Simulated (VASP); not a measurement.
# Mg (I4/mmm) in VASP: a series of runs

Mg is run at these levels: PBEsol; tasks: single point.

Program: VASP 6.6.1. These are calculated values, not measurements. Logs are shortened: lines on timing, memory, paths and dates and some standing lists are left out, and cuts for length are marked.

## Step 1: The cell of the first run

The structure is tetragonal, space group I4/mmm (No. 139). The conventional cell has a = 3.814 Å, b = 3.814 Å, c = 3.124 Å, α = 90.00°, β = 90.00°, γ = 90.00°. Within 4.1 Å of Mg (site symmetry 4/mmm) lie 14 Mg at 3.12 to 3.81 Å.

## Step 2: Single point, PBEsol

INCAR reads:

```
SYSTEM = Mg
ALGO = Normal ; EDIFF = 1E-7
ENCUT = 520 ; GGA = PS
ISIF = 2 ; ISMEAR = 0
LASPH = .True. ; LCHARG = .True.
LELF = .True. ; LREAL = .False.
LVHAR = .True. ; LWAVE = .False.
NBANDS = 7 ; NELM = 80
PREC = Accurate ; SIGMA = 0.15
```

KPOINTS reads:

```
k-points
0
Gamma
  18 18 18
  0 0 0
```

POSCAR reads:

```
Mg
1.0
   -1.9070000000      1.9070000000      1.5622000000
    1.9070000000     -1.9070000000      1.5622000000
    1.9070000000      1.9070000000     -1.5622000000
Mg
1
Direct
    0.0000000000      0.0000000000      0.0000000000
```

Potentials or basis: VASP PAW PBE potentials, release 64 (Mg).

Started as:

```console
cat potpaw_PBE.64/Mg/POTCAR > POTCAR
mpirun -np 1 vasp_std > vasp.out
```

OUTCAR:

```text
SYSTEM = Mg
   EDIFF = 1E-7
   ENCUT = 520
   GGA = PS
   ISIF = 2
   ISMEAR = 0
   LASPH = .True.
   LREAL = .False.
   NELM = 80
   PREC = Accurate

 ion  position               nearest neighbor table
   1  0.000  0.000  0.000-

  LATTYP: Found a body centered tetragonal cell.
 ALAT       =     3.8140000000
 C/A-ratio  =     0.8191924489

  Lattice vectors:

 A1 = (  -1.9070000000,   1.9070000000,   1.5622000000)
 A2 = (   1.9070000000,  -1.9070000000,   1.5622000000)
 A3 = (   1.9070000000,   1.9070000000,  -1.5622000000)

Analysis of symmetry for initial positions (statically):
=====================================================================
 Subroutine PRICEL returns:
 Original cell was already a primitive cell.

 Routine SETGRP: Setting up the symmetry group for a
 body centered tetragonal supercell.

 Subroutine GETGRP returns: Found 16 space group operations
 (whereof 16 operations were pure point group operations)
 out of a pool of 16 trial point group operations.

The static configuration has the point symmetry D_4h.

Analysis of symmetry for dynamics (positions and initial velocities):
=====================================================================
 Subroutine PRICEL returns:
 Original cell was already a primitive cell.

 Routine SETGRP: Setting up the symmetry group for a
 body centered tetragonal supercell.

 Subroutine GETGRP returns: Found 16 space group operations
 (whereof 16 operations were pure point group operations)
 out of a pool of 16 trial point group operations.

The dynamic configuration has the point symmetry D_4h.

 Subroutine INISYM returns: Found 16 space group operations
 (whereof 16 operations are pure point group operations),
 and found     1 'primitive' translations

----------------------------------------------------------------------------------------

                                     Primitive cell

  volume of cell :      22.7247

  direct lattice vectors                    reciprocal lattice vectors
    -1.907000000  1.907000000  1.562200000     0.000000000  0.262191924  0.320061452
     1.907000000 -1.907000000  1.562200000     0.262191924  0.000000000  0.320061452
     1.907000000  1.907000000 -1.562200000     0.262191924  0.262191924  0.000000000

  length of vectors
     3.116691650  3.116691650  3.116691650     0.413743807  0.413743807  0.370795376

  position of ions in fractional coordinates (direct lattice)
     0.000000000  0.000000000  0.000000000

  ion indices of the primitive-cell ions
   primitive index   ion index
                 1           1

----------------------------------------------------------------------------------------

 KPOINTS: k-points

Automatic generation of k-mesh.
 Grid dimensions read from file:
 generate k-points for:   18   18   18

 Generating k-lattice:

  Cartesian coordinates                     Fractional coordinates (reciprocal lattice)
     0.000000000  0.014566218  0.017781192     0.055555556  0.000000000 -0.000000000
     0.014566218  0.000000000  0.017781192     0.000000000  0.055555556 -0.000000000
     0.014566218  0.014566218  0.000000000     0.000000000  0.000000000  0.055555556

  Length of vectors
     0.022985767  0.022985767  0.020599743

  Shift w.r.t. Gamma in fractional coordinates (k-lattice)
     0.000000000  0.000000000  0.000000000

 Subroutine IBZKPT returns following result:
 ===========================================

 Found    480 irreducible k-points:

 Following reciprocal coordinates:
            Coordinates               Weight
  0.000000  0.000000  0.000000      1.000000
  0.055556  0.000000  0.000000      8.000000
  0.111111  0.000000  0.000000      8.000000
  0.166667 -0.000000  0.000000      8.000000
  0.222222  0.000000  0.000000      8.000000
  0.277778  0.000000  0.000000      8.000000
[... 16 lines left out ...]
 -0.277778  0.055556  0.000000     16.000000
 -0.222222  0.055556  0.000000     16.000000
 [... further k-points ...]
   k-points           NKPTS =    480   k-points in BZ     NKDIM =    480   number of bands    NBANDS=      7
   number of dos      NEDOS =    301   number of ions     NIONS =      1
   total plane-waves  NPLWV =  13824
   dimension x,y,z NGX =    24 NGY =   24 NGZ =   24
   dimension x,y,z NGXF=    48 NGYF=   48 NGZF=   48
   ions per type =               1
   NGX,Y,Z   is equivalent  to a cutoff of  12.80, 12.80, 12.80 a.u.
   NGXF,Y,Z  is equivalent  to a cutoff of  25.60, 25.60, 25.60 a.u.
 SYSTEM =  Mg
   PREC   = accura    normal or accurate (medium, high low for compatibility)
   ISTART =      0    job   : 0-new  1-cont  2-samecut
   ICHARG =      2    charge: 1-file 2-atom 10-const
   ISPIN  =      1    spin polarized calculation?
   LNONCOLLINEAR =      F non collinear calculations
   LSORBIT =      F    spin-orbit coupling
   LASPH  =      T    aspherical Exc in radial PAW
   ENCUT  =  520.0 eV  38.22 Ry    6.18 a.u.   5.79  5.79  5.79*2*pi/ulx,y,z
   NELM   =     80;   NELMIN=  2; NELMDL= -5     # of ELM steps
   EDIFF  = 0.1E-06   stopping-criterion for ELM
   LREAL  =      F    real-space projection
   EDIFFG = 0.1E-05   stopping-criterion for IOM
   NSW    =      0    number of steps for IOM
   IBRION =     -1    ionic relax: 0-MD 1-quasi-New 2-CG
   NFREE  =      0    steps in history (QN), initial steepest desc. (CG)
   ISIF   =      2    stress and relaxation
   ISYM   =      2    0-nonsym 1-usesym 2-fastsym
   POTIM  = 0.5000    time-step for ionic-motion
   TEBEG  =    0.0;   TEEND  =   0.0 temperature during run
   PSTRESS=    0.0 pullay stress
   NELECT =       2.0000    total number of electrons
   NUPDOWN=      -1.0000    fix difference up-down
   EMIN   =  10.00;   EMAX   =-10.00  energy-range for DOS
   EFERMI =   0.00;   METHOD = LEGACY
   ISMEAR =     0;   SIGMA  =   0.15  broadening in eV -4-tet -1-fermi 0-gaus
   EFERMI_NEDOS =   21; number of points for ismear=-14 and -15
   IALGO  =     38    algorithm
   IMIX   =      4    mixing-type and parameters
     AMIX     =   0.40;   BMIX     =  1.00
     AMIX_MAG =   1.60;   BMIX_MAG =  1.00
  volume/ion in A,a.u.               =      22.72       153.35
  Fermi-wavevector in a.u.,A,eV,Ry     =   0.728202  1.376103  7.214882  0.530279
  Thomas-Fermi vector in A             =   1.819617
   LORBIT       =      0    0 simple, 1 ext, 2 COOP (PROOUT), +10 PAW based schemes
   GGA     = PS    functional components
   LHFCALC =     F    Hartree Fock is set to
   AEXX    =    0.0000 exact exchange contribution
   IVDW    =     0    specifies the selected vdW correction
   LEPSILON=     F    determine dielectric tensor
   LRPA    =     F    only Hartree local field effects (RPA)
 non-spin polarized calculation
 Gauss-broadening in eV      SIGMA  =   0.15
  energy-cutoff  :      520.00
  volume of cell :       22.72
 maximum number of plane-waves:       622
   NGX = 11   NGY = 11   NGZ = 11

 number of electron       2.0000000 magnetization

 Free energy of the ion-electron system (eV)
  ---------------------------------------------------
  ext. energy  EPLUGINS =         0.00000000
  ---------------------------------------------------
  free energy    TOTEN  =        -1.68171178 eV

  energy without entropy =       -1.67601041  energy(sigma->0) =       -1.67886109

 E-fermi :   2.6307     XC(G=0):  -8.5635

 val. band max:        2.6074021523   @ k =  -0.3889   0.5000   0.1111
 cond. band min:       2.6347389465   @ k =   0.3333   0.3333   0.0556
 fundamental gap:      0.0273367942
 Fermi energy:         2.6307220635

 k-point     1 :       0.0000    0.0000    0.0000
  band No.  band energies     occupation
      1      -4.3295      2.00000
      2      13.2844      0.00000
      3      15.4706      0.00000
      4      15.4706      0.00000
      5      15.6039      0.00000
      6      17.6371      0.00000
      7      17.6371      0.00000

 k-point     2 :       0.0556    0.0000    0.0000
  band No.  band energies     occupation
      1      -4.2498      2.00000
      2      12.9459      0.00000
      3      14.6425      0.00000
      4      15.9485      0.00000
      5      16.2445      0.00000
      6      16.8396      0.00000
      7      17.0163      0.00000

 k-point     3 :       0.1111    0.0000    0.0000
  band No.  band energies     occupation
      1      -4.0111      2.00000
      2      12.3258      0.00000
      3      13.6482      0.00000
      4      14.9132      0.00000
      5      15.9076      0.00000
      6      16.9930      0.00000
      7      17.0914      0.00000

 k-point     4 :       0.1667   -0.0000    0.0000
  band No.  band energies     occupation
      1      -3.6146      2.00000
      2      11.7283      0.00000
      3      12.1490      0.00000
      4      13.7093      0.00000
      5      14.8127      0.00000
      6      16.7888      0.00000
      7      18.2870      0.00000

 k-point     5 :       0.2222    0.0000    0.0000
  band No.  band energies     occupation
      1      -3.0623      2.00000
      2      10.2827      0.00000
      3      11.2280      0.00000
      4      13.0191      0.00000
      5      13.8249      0.00000
      6      16.0456      0.00000
      7      18.9620      0.00000
[... 161 lines left out ...]
 k-point    22 :      -0.3333    0.0556    0.0000
  band No.  band energies     occupation
      1      -1.9819      2.00000
      2       7.6923      0.00000
      3       9.7391      0.00000
      4      12.3559      0.00000
      5      13.0144      0.00000
      6      15.9281      0.00000
      7      20.5348      0.00000

 k-point    23 :      -0.2778    0.0556    0.0000
  band No.  band energies     occupation
      1      -2.7469      2.00000
      2       9.3978      0.00000
      3      10.2102      0.00000
      4      12.7660      0.00000
      5      13.7841      0.00000
      6      16.6502      0.00000
      7      19.9993      0.00000

 k-point    24 :      -0.2222    0.0556    0.0000
  band No.  band energies     occupation
      1      -3.3607      2.00000
      2      10.3720      0.00000
      3      11.5868      0.00000
      4      13.3475      0.00000
      5      14.6967      0.00000
      6      17.3699      0.00000
      7      18.9995      0.00000

 [... further k-points ...]

------------------------ aborting loop because EDIFF is reached ----------------------------------------

  FORCE on cell =-STRESS in cart. coord.  units (eV):
  Direction    XX          YY          ZZ          XY          YZ          ZX
  --------------------------------------------------------------------------------------
  -------------------------------------------------------------------------------------
  Total       -0.1108808     -0.1108808      0.3207135      0.0000000      0.0000000      0.0000000
  in kB       -7.8175166     -7.8175166     22.6115254      0.0000000      0.0000000      0.0000000
  external PRESSURE =       2.3254974 kB  Pullay stress =       0.0000000 kB

 VOLUME and BASIS-vectors are now :
 -----------------------------------------------------------------------------
  energy-cutoff  :      520.00
  volume of cell :       22.72
      direct lattice vectors                 reciprocal lattice vectors
    -1.907000000  1.907000000  1.562200000     0.000000000  0.262191924  0.320061452
     1.907000000 -1.907000000  1.562200000     0.262191924  0.000000000  0.320061452
     1.907000000  1.907000000 -1.562200000     0.262191924  0.262191924  0.000000000

 POSITION                                       TOTAL-FORCE (eV/Angst)
 -----------------------------------------------------------------------------------
      0.00000      0.00000      0.00000        -0.000000      0.000000     -0.000000
 -----------------------------------------------------------------------------------
    total drift:                                0.000000     -0.000000      0.000000

  FREE ENERGIE OF THE ION-ELECTRON SYSTEM (eV)
  ---------------------------------------------------
  free  energy   TOTEN  =        -1.6817117823 eV

  energy  without entropy=       -1.6760104063  energy(sigma->0) =       -1.67886109
```

Wall time 14 s (1 thread of Intel Xeon 6975P-C (Granite Rapids), shared host); peak memory 0.2 GiB.

What came out:

- Free energy: -1.6817 eV
- Pressure: 0.2 GPa
- Band gap on the k mesh: zero (bands 1 and 2 overlap by 4.43 eV)

Stress tensor (GPa, compression positive):
```
-0.78  0.00  0.00
 0.00 -0.78  0.00
 0.00  0.00  2.26
```

Caveat: the PAW data sets were made with another functional, which shifts forces and pressure a little.

## Step 3: Single point, PBEsol

This run uses another cell than the first one, of 22.95 Å³/atom.

INCAR reads:

```
  PREC = Accurate
  ENCUT = 520
  EDIFF = 1E-6
  ISMEAR = 0
  SIGMA = 0.15
  LREAL = False
  LASPH = True
  NELM = 80
  ALGO = Normal
  ISIF = 2
  LWAVE = False
  LCHARG = True
  GGA = PS
  LELF = True
  LVHAR = True
  NBANDS = 7
```

KPOINTS reads:

```
regular mesh
0
Gamma
  18 18 18
```

POSCAR reads:

```
Mg
1.0
   -1.7369500000      1.7369500000      1.9018000000
    1.7369500000     -1.7369500000      1.9018000000
    1.7369500000      1.7369500000     -1.9018000000
Mg
1
Direct
    0.0000000000      0.0000000000      0.0000000000
```

Potentials or basis: VASP PAW PBE potentials, release 64 (Mg).

Started as:

```console
cat potpaw_PBE.64/Mg/POTCAR > POTCAR
mpirun -np 1 vasp_std > vasp.out
```

Wall time 13 s (1 thread of Intel Xeon 6975P-C (Granite Rapids), shared host); peak memory 0.2 GiB.

Results (log left out):

* Free energy: -1.6984 eV
* Pressure: -0.7 GPa
* Band gap on the k mesh: zero (bands 1 and 2 overlap by 3.70 eV)

Stress tensor (GPa, compression positive):
```
-0.86  0.00  0.00
 0.00 -0.86  0.00
 0.00  0.00 -0.54
```

Levels at points of the mesh, in eV from the Fermi level:
| k point | band 1 | band 2 | band 3 | band 4 |
| --- | --- | --- | --- | --- |
| (0.00, 0.00, 0.00) | -6.95 | 12.51 | 12.51 | 14.09 |
| (0.50, 0.00, 0.00) | -1.61 | -1.10 | 9.17 | 9.87 |
| (0.50, 0.50, 0.00) | -1.22 | -0.49 | 7.67 | 8.41 |
| (0.50, 0.50, 0.50) | 2.53 | 3.33 | 4.46 | 4.57 |

Caveat: the PAW data sets were made with another functional, which shifts forces and pressure a little.

(Continued in part 2 of 2.)
